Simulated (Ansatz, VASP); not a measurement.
## Al2O3: VASP beside Ansatz

Contents of INCAR:

```
SYSTEM = Al2O3
PREC = Accurate
ENCUT = 520
EDIFF = 1E-7
ISMEAR = 0
SIGMA = 0.05
LREAL = .FALSE.
LASPH = .TRUE.
NELM = 80
ALGO = Normal
ISIF = 2
LWAVE = .FALSE.
LCHARG = .FALSE.
GGA = CA
NBANDS = 20
```

File KPOINTS:

```
Automatic mesh
0
G
  12 12 4
  0 0 0
```

The input POSCAR:

```
Al2O3
1.0
    2.8843249483      0.0000000000      0.0000000000
   -1.4421624742      2.4978986780      0.0000000000
    0.0000000000      0.0000000000      9.1967031431
Al O
2 3
Direct
    0.0000000000      0.0000000000      0.1499923300
    0.0000000000      0.0000000000      0.8500076700
    0.3333333333      0.6666666667      0.2223169200
    0.6666666667      0.3333333333      0.0000000000
    0.3333333333      0.6666666667      0.7776830800
```

Input for Ansatz:

```yaml
crystal:
  lattice:
    - [2.8843249483, 0.0, 0.0]
    - [-1.4421624742, 2.497898678, 0.0]
    - [0.0, 0.0, 9.1967031431]
  atoms:
    - { symbol: Al, position: [0.0, 0.0, 0.14999233] }
    - { symbol: Al, position: [0.0, 0.0, 0.85000767] }
    - { symbol: O, position: [0.3333333333, 0.6666666667, 0.22231692] }
    - { symbol: O, position: [0.6666666667, 0.3333333333, 0.0] }
    - { symbol: O, position: [0.3333333333, 0.6666666667, 0.77768308] }
basis:
  ecutwfc: 420
kpoints:
  mp_grid: { grid: [12, 12, 4] }
hamiltonian:
  xc: lda
scf:
  occupations: { method: gaussian, width: 0.05 }
output:
  forces: true
  stress: true
  eigenvalues: true
```

Change from the starting cell: strain +0.000 along x and y, -0.015 along z, atoms carried along.

Alike in both runs: task single point; functional LDA; k mesh 12 × 12 × 4; occupations gaussian, width 0.05 eV; no spin polarisation.

|  | VASP | Ansatz |
| --- | --- | --- |
| version | VASP 6.6.1 | Ansatz 0.2.0 |
| potentials or method | VASP PAW LDA potentials, release 64 (Al, O), cutoff 520 eV | scalar-relativistic, plane waves, PAW |
| valence electrons in the cell | 24 | 24 |

```tsv
	VASP	Ansatz	Ansatz less VASP
gap on the k mesh at the Fermi level (eV)	4.73	4.75	+0.020
least direct gap on the mesh (eV)	4.99	5.00	+0.015
pressure (GPa)	-5.1	-5.7	-0.61
traceless stress, the component that is largest in VASP (GPa)	3.12	3.65	+0.523
rms of the force components (eV/Å)	0.130	0.140	+0.0099
```

LDA's correlation is that of Perdew and Zunger in VASP and of Perdew and Wang (1992) in Ansatz. Atom by atom the forces differ by 0.011 eV/Å (rms over components).
